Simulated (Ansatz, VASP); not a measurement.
## AgCl: VASP beside Ansatz

POSCAR

```
AgCl
1.0
    3.9166762094      0.0000000000      0.1936458320
    0.0000000000      3.9212466038      0.0000000000
   -0.2730111637      0.0000000000      5.5375273488
Ag Cl
2 2
Direct
    0.2500548782      0.2500000000      0.2500031853
    0.7499451218      0.7500000000      0.7499968147
    0.7500376905      0.7500000000      0.2499964643
    0.2499623095      0.2500000000      0.7500035357
```

Contents of INCAR.step1:

```
PREC = Accurate
ENCUT = 520
ISMEAR = 0
SIGMA = 0.01
LREAL = F
LASPH = T
NELM = 80
NBANDS = 26
GGA = PE
ALGO = Normal
EDIFF = 1E-4
LWAVE = T
LCHARG = F
```

Contents of INCAR.step2:

```
PREC = Accurate
ENCUT = 520
EDIFF = 1E-6
ISMEAR = 0
SIGMA = 0.01
LREAL = F
LASPH = T
NELM = 80
ALGO = Normal
ISIF = 2
LWAVE = F
LCHARG = F
METAGGA = R2SCAN
LMIXTAU = T
NBANDS = 26
ISTART = 1
```

The input KPOINTS:

```
Automatic mesh
0
Gamma
  4 4 4
```

Input for Ansatz:

```yaml
crystal:
  lattice:
    - [3.9166762094, 0.0, 0.193645832]
    - [0.0, 3.9212466038, 0.0]
    - [-0.2730111637, 0.0, 5.5375273488]
  atoms:
    - { symbol: Ag, position: [0.2500548782, 0.25, 0.2500031853] }
    - { symbol: Ag, position: [0.7499451218, 0.75, 0.7499968147] }
    - { symbol: Cl, position: [0.7500376905, 0.75, 0.2499964643] }
    - { symbol: Cl, position: [0.2499623095, 0.25, 0.7500035357] }
kpoints:
  mp_grid: { grid: [4, 4, 4] }
hamiltonian:
  xc: r2scan
scf:
  occupations: { method: fixed }
  n_extra_bands: 5
output:
  forces: true
  stress: true
  eigenvalues: true
  write_density: true
  write_potential: true
  elf: true
  volumetric_format: npy
```

Alike in both runs: task single point; functional r2SCAN; k mesh 4 × 4 × 4; no spin polarisation.

```csv
,VASP,Ansatz
version,VASP 6.6.1,Ansatz 0.2.0
potentials or method,"VASP PAW PBE potentials, release 64 (Ag, Cl)","plane waves, PAW"
plane-wave cutoff (eV),520,500
occupations,"gaussian, width 0.01 eV",fixed
valence electrons in the cell,36,52
```

|  | VASP | Ansatz | Ansatz less VASP |
| --- | --- | --- | --- |
| gap on the k mesh at the Fermi level (eV) | 1.42 | 1.47 | +0.053 |
| pressure (GPa) | 0.0 | 0.0 | +0.08 |
| traceless stress, the component that is largest in VASP (GPa) | -0.09 | -0.09 | +0.004 |

VASP's potentials were made for PBE, not for r2SCAN. VASP's potentials hold 36 valence electrons a cell and Ansatz's 52, so a difference there can come from the potentials and not from the codes.
